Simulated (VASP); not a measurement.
Crystal: TiS2.

```xyz
3
Lattice="3.8842 0.0000 0.0000 -1.9421 3.3638 0.0000 0.0000 0.0000 6.0741" Properties=species:S:1:pos:R:3 pbc="T T T"
Ti    0.0000    0.0000    0.0000
S     0.0000    2.2425    1.5783
S     1.9421    1.1213    4.4958
```

| Item | Value |
| --- | --- |
| Program | VASP 6.6.1 |
| Task | relaxation of cell and atoms |
| Functional | PBE |
| Dispersion | D3(BJ) |
| Potentials or basis | VASP PAW PBE potentials, release 64 (Ti_sv, S) |
| Cutoff | 500 eV |
| k mesh | 12 × 12 × 4 |
| Occupations | fermi-dirac, width 0.02 eV |
| Spin | no spin polarisation |

At the start: pressure -18.5 GPa; volume 26.45 Å³/atom.

Task: How do energy, volume and symmetry change on relaxing?

Result: Over 21 steps the energy falls by 700.4 meV/atom and the volume is 17.95 Å³/atom (-32.1 %); space group P-3m1 (No. 164, to 0.05 Å).

Step by step:
```tsv
step	energy change (eV)	largest force (eV/Å)	pressure (GPa)	volume (Å³)
1	0.0000	2.3654	-18.52	79.36
2	-1.5352	2.9675	21.06	49.15
3	-2.0453	0.4160	-1.09	56.79
4	-2.0461	0.5183	-0.28	56.39
5	-2.0867	0.2815	-0.12	55.58
6	-2.0972	0.0880	-0.01	54.94
7	-2.0973	0.0720	0.00	54.89
8	-2.0981	0.0359	-0.26	54.88
9	-2.0987	0.0602	-0.93	54.85
10	-2.0988	0.0603	-0.92	54.82
11	-2.0992	0.0608	-0.90	54.72
12	-2.0999	0.0625	-0.84	54.54
13	-2.1005	0.0682	-0.70	54.16
14	-2.1010	0.0376	-0.46	54.07
15	-2.1013	0.0175	-0.02	53.92
16	-2.1013	0.0157	-0.03	53.92
17	-2.1013	0.0138	-0.04	53.91
18	-2.1013	0.0077	-0.03	53.90
19	-2.1013	0.0042	-0.03	53.86
20	-2.1013	0.0010	-0.03	53.87
21	-2.1013	0.0032	-0.01	53.86
```

Final structure:
```
Ti S
1.0
     3.35925    0.00000    0.00000
    -1.67963    2.90920    0.00000
     0.00000    0.00000    5.51125
Ti S
1 2
Direct
  0.00000 0.00000 0.00000
  0.33333 0.66667 0.25920
  0.66667 0.33333 0.74080
```

Caveat: the volume moved by over 15 % at a fixed basis, so the end points are rough.
